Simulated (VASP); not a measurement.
# O in VASP: further runs, part 2 of 2

VASP 6.6.1. The steps go on from the part before.

## 3. Single point, HSE06

The input, POSCAR:

```
O
1.0
    2.4581945932      0.0000000000      0.0000000000
   -1.2290972966      2.1288589651      0.0000000000
    0.0000000000      0.0000000000      7.8073262400
O
4
Direct
    0.3333333333      0.6666666667      0.1718966900
    0.6666666667      0.3333333333      0.8281033100
    0.6666666667      0.3333333333      0.6718966900
    0.3333333333      0.6666666667      0.3281033100
```

The input, INCAR.step1:

```
SYSTEM = O
PREC = Accurate
ENCUT = 520
EDIFF = 1E-5
ISMEAR = 0
SIGMA = 0.1
LREAL = .FALSE.
LASPH = .TRUE.
NELM = 100
ALGO = Normal
ISIF = 2
LWAVE = .TRUE.
LCHARG = .FALSE.
NBANDS = 20
GGA = PE
```

The input, INCAR.step2:

```
SYSTEM = O
PREC = Accurate
ENCUT = 520
EDIFF = 1E-6
ISMEAR = 0
SIGMA = 0.1
LREAL = .FALSE.
LASPH = .TRUE.
NELM = 100
ALGO = Normal
ISIF = 2
LWAVE = .FALSE.
LCHARG = .FALSE.
GGA = PE
LHFCALC = .TRUE.
HFSCREEN = 0.2079
PRECFOCK = Normal
NBANDS = 20
ISTART = 1
```

The input, KPOINTS:

```
regular mesh
0
G
  6 6 2
  0 0 0
```

Potentials or basis: VASP PAW PBE potentials, release 64 (O).

Started as:

```
> cat potpaw_PBE.64/O/POTCAR > POTCAR
> cp INCAR.step1 INCAR
> mpirun -np 1 vasp_std > vasp.out
> cp INCAR.step2 INCAR
> mpirun -np 1 vasp_std > vasp.out
```

It took 5.4 min on 1 thread of Intel Xeon 6975P-C (Granite Rapids), shared host; peak memory 0.24 GiB.

Results (log left out):

```
Free energy            : -25.2452 eV
Pressure               : -3.1 GPa
Largest force          : 1.148 eV/Å
Band gap on the k mesh : zero (band 12 reaches 2.92 eV, above the bottom of band 13 at -0.60 eV)
```

Forces in eV/Å, atoms in the order of the input:
```
O    0.000  0.000  1.148
O    0.000  0.000 -1.148
O    0.000  0.000  1.148
O    0.000  0.000 -1.148
```

Stress tensor (GPa, compression positive):
```
 0.31  0.00  0.00
 0.00  0.31  0.00
 0.00  0.00 -9.78
```

Levels at points of the mesh, in eV from the Fermi level:
```tsv
k point	band 9	band 10	band 11	band 12	band 13	band 14	band 15	band 16
(0.00, 0.00, 0.00)	-6.16	-6.16	1.76	1.76	1.81	1.81	6.98	11.49
(0.50, 0.00, 0.00)	-7.23	-7.16	-3.30	-3.00	0.70	0.94	10.75	11.67
(0.00, 0.00, 0.50)	-6.17	-6.17	1.78	1.78	1.78	1.78	8.52	8.52
(0.50, 0.00, 0.50)	-7.20	-7.20	-3.13	-3.13	0.82	0.82	11.01	11.01
```

Caveat: the k points lie up to 0.49 Å⁻¹ apart; the standard files for N, O and F lose accuracy on very short bonds; spin is off for a triplet molecule; the PAW data sets were made with another functional, which shifts forces and pressure a little.

## 4. Single point, PBE (atoms moved at random)

The input, INCAR:

```
  ALGO = Normal
  EDIFF = 1E-6
  ENCUT = 520
  GGA = PE
  ISIF = 2
  ISMEAR = -1
  LASPH = T
  LCHARG = T
  LELF = T
  LREAL = F
  LVHAR = T
  LWAVE = F
  NBANDS = 20
  NELM = 60
  PREC = Accurate
  SIGMA = 0.05
```

The input, KPOINTS:

```
k-points
0
Gamma
  12 12 4
```

The input, POSCAR:

```
O
1.0
    2.4581945932      0.0000000000      0.0000000000
   -1.2290972966      2.1288589651      0.0000000000
    0.0000000000      0.0000000000      7.8073262400
O
4
Direct
    0.3428040000      0.6860220000      0.1652320000
    0.6543210000      0.3140860000      0.8277320000
    0.6456750000      0.3308630000      0.6754640000
    0.3280350000      0.6789260000      0.3276850000
```

Potentials or basis: VASP PAW PBE potentials, release 64 (O).

Started as:

```
> cat potpaw_PBE.64/O/POTCAR > POTCAR
> mpirun -np 1 vasp_std > vasp.out
```

OUTCAR:

```text
EDIFF = 1E-6
   ENCUT = 520
   GGA = PE
   ISIF = 2
   ISMEAR = -1
   LASPH = T
   LREAL = F
   NELM = 60
   PREC = Accurate

 ion  position               nearest neighbor table
   1  0.343  0.686  0.165-   4 1.27
   2  0.654  0.314  0.828-   3 1.19
   3  0.646  0.331  0.675-   2 1.19
   4  0.328  0.679  0.328-   1 1.27

  LATTYP: Found a hexagonal cell.
 ALAT       =     2.4581945932
 C/A-ratio  =     3.1760407665

  Lattice vectors:

 A1 = (   2.4581945932,   0.0000000000,   0.0000000000)
 A2 = (  -1.2290972966,   2.1288589651,   0.0000000000)
 A3 = (   0.0000000000,   0.0000000000,   7.8073262400)

Analysis of symmetry for initial positions (statically):
=====================================================================
 Subroutine PRICEL returns:
 Original cell was already a primitive cell.

 Routine SETGRP: Setting up the symmetry group for a
 hexagonal supercell.

 Subroutine GETGRP returns: Found  1 space group operations
 (whereof  1 operations were pure point group operations)
 out of a pool of 24 trial point group operations.

The static configuration has the point symmetry C_1 .

Analysis of symmetry for dynamics (positions and initial velocities):
=====================================================================
 Subroutine PRICEL returns:
 Original cell was already a primitive cell.

 Routine SETGRP: Setting up the symmetry group for a
 hexagonal supercell.

 Subroutine GETGRP returns: Found  1 space group operations
 (whereof  1 operations were pure point group operations)
 out of a pool of 24 trial point group operations.

The dynamic configuration has the point symmetry C_1 .

 Subroutine INISYM returns: Found  1 space group operations
 (whereof  1 operations are pure point group operations),
[... 108 lines left out ...]
   POTIM  = 0.5000    time-step for ionic-motion
   TEBEG  =    0.0;   TEEND  =   0.0 temperature during run
   PSTRESS=    0.0 pullay stress
   NELECT =      24.0000    total number of electrons
   NUPDOWN=      -1.0000    fix difference up-down
   EMIN   =  10.00;   EMAX   =-10.00  energy-range for DOS
   EFERMI =   0.00;   METHOD = LEGACY
   ISMEAR =    -1;   SIGMA  =   0.05  broadening in eV -4-tet -1-fermi 0-gaus
   EFERMI_NEDOS =   21; number of points for ismear=-14 and -15
   IALGO  =     38    algorithm
   IMIX   =      4    mixing-type and parameters
     AMIX     =   0.40;   BMIX     =  1.00
     AMIX_MAG =   1.60;   BMIX_MAG =  1.00
  volume/ion in A,a.u.               =      10.21        68.93
  Fermi-wavevector in a.u.,A,eV,Ry     =   1.371061  2.590929 25.576341  1.879808
  Thomas-Fermi vector in A             =   2.496791
   LORBIT       =      0    0 simple, 1 ext, 2 COOP (PROOUT), +10 PAW based schemes
   GGA     = PE    functional components
   LHFCALC =     F    Hartree Fock is set to
   AEXX    =    0.0000 exact exchange contribution
   IVDW    =     0    specifies the selected vdW correction
   LEPSILON=     F    determine dielectric tensor
   LRPA    =     F    only Hartree local field effects (RPA)
 non-spin polarized calculation
  energy-cutoff  :      520.00
  volume of cell :       40.86
 maximum number of plane-waves:      1119
   NGX =  9   NGY =  9   NGZ = 29

 number of electron      23.9999996 magnetization

 Free energy of the ion-electron system (eV)
  ---------------------------------------------------
  ext. energy  EPLUGINS =         0.00000000
  ---------------------------------------------------
  free energy    TOTEN  =       -19.10853621 eV

  energy without entropy =      -19.08739766  energy(sigma->0) =      -19.09796693

 E-fermi :   1.2655     XC(G=0):  -9.9837

 val. band max:        1.2641264937   @ k =   0.2500  -0.0833   0.0000
 cond. band min:       1.2898358832   @ k =   0.4167   0.1667   0.5000
 fundamental gap:      0.0257093895
 Fermi energy:         1.2655192958

 k-point     1 :       0.0000    0.0000    0.0000
  band No.  band energies     occupation
      1     -27.3572      2.00000
      2     -25.1533      2.00000
      3     -14.4885      2.00000
      4     -13.8811      2.00000
      5      -7.8175      2.00000
      6      -6.2922      2.00000
[... 541 lines left out ...]
     19      15.9263      0.00000
     20      16.3871      0.00000

 [... further k-points ...]
[... 5 lines left out ...]
  --------------------------------------------------------------------------------------
  -------------------------------------------------------------------------------------
  Total        1.2310965      1.2315620      1.2195722     -0.0087383      0.3446816      0.0514597
  in kB       48.2766591     48.2949121     47.8247400     -0.3426650     13.5164677      2.0179598
  external PRESSURE =      48.1321037 kB  Pullay stress =       0.0000000 kB

 VOLUME and BASIS-vectors are now :
 -----------------------------------------------------------------------------
  energy-cutoff  :      520.00
  volume of cell :       40.86
      direct lattice vectors                 reciprocal lattice vectors
     2.458194593  0.000000000  0.000000000     0.406802620  0.234867602  0.000000000
    -1.229097297  2.128858965  0.000000000     0.000000000  0.469735204  0.000000000
     0.000000000  0.000000000  7.807326240     0.000000000  0.000000000  0.128084823

 POSITION                                       TOTAL-FORCE (eV/Angst)
 -----------------------------------------------------------------------------------
     -0.00051      1.46044      1.29002        -0.220482     -0.121292      2.535101
      1.22241      0.66864      6.46237        -0.191370      0.164063      3.119950
      1.18053      0.70436      5.27357         0.191380     -0.162253     -3.152317
     -0.02809      1.44534      2.55834         0.220472      0.119482     -2.502735
 -----------------------------------------------------------------------------------
    total drift:                               -0.000577      0.000198      0.000156

  FREE ENERGIE OF THE ION-ELECTRON SYSTEM (eV)
  ---------------------------------------------------
  free  energy   TOTEN  =       -19.1085362071 eV

  energy  without entropy=      -19.0873976575  energy(sigma->0) =      -19.09796693
```

stdout:

```text
POSCAR found type information on POSCAR O
 POSCAR found :  1 types and       4 ions
 scaLAPACK will be used
 LDA part: xc-table for (Slater+PW92), standard interpolation
 POSCAR, INCAR and KPOINTS ok, starting setup
 FFT: planning ... GRIDC
 FFT: planning ... GRID_SOFT
 FFT: planning ... GRID
 WAVECAR not read
 entering main loop
```

Run time: 3.3 min. Hardware: 1 thread of Intel Xeon Platinum 8488C (Sapphire Rapids), shared host; peak memory 0.26 GiB.

What came out:

```
Free energy            : -19.1085 eV
Pressure               : 4.8 GPa
Largest force          : 3.162 eV/Å
Band gap on the k mesh : zero (band 12 reaches 2.69 eV, above the bottom of band 13 at 0.11 eV)
```

Forces on the atoms (eV/Å):
```
O   -0.220 -0.121  2.535
O   -0.191  0.164  3.120
O    0.191 -0.162 -3.152
O    0.220  0.119 -2.503
```

Caveat: the cell differs from its parent crystal (atoms moved at random); the standard files for N, O and F lose accuracy on very short bonds; spin is off for a triplet molecule; forces of over 1 eV/Å act on the atoms, so gaps and moduli don't describe the material at rest.

## 5. Overview

| level | potentials or basis | k mesh | smearing | grid for exact exchange (PRECFOCK) | screening parameter | gap on the mesh (eV) | pressure (GPa) | largest force (eV/Å) |
| --- | --- | --- | --- | --- | --- | --- | --- | --- |
| LDA | VASP PAW LDA potentials, release 64 (O) | 9 × 9 × 3 | fermi-dirac 0.005 eV | - | - | none | -5.7 | 3.24 |
| HSE06 | VASP PAW PBE potentials, release 64 (O) | 6 × 6 × 2 | gaussian 0.1 eV | Normal | 0.2079 1/Å | none | -3.1 | 1.15 |
| PBE | VASP PAW PBE potentials, release 64 (O) | 12 × 12 × 4 | fermi-dirac 0.05 eV | - | - | none | 4.8 | 3.16 |

Some of these runs hold the atoms at other places in the same cell, which the table doesn't show; runs alike in all that it shows share one row.

Alike in all rows: task single point; no spin polarisation; cell as given; cutoff (eV) 520.

Caveats: some runs use coarse meshes; the standard files for N, O and F lose accuracy on very short bonds; spin is off for a triplet molecule; forces of over 1 eV/Å act on the atoms, so gaps and moduli don't describe the material at rest (some runs); the PAW data sets were made with another functional, which shifts forces and pressure a little (some runs).

Absolute energies hang on the potentials; compare differences alone.
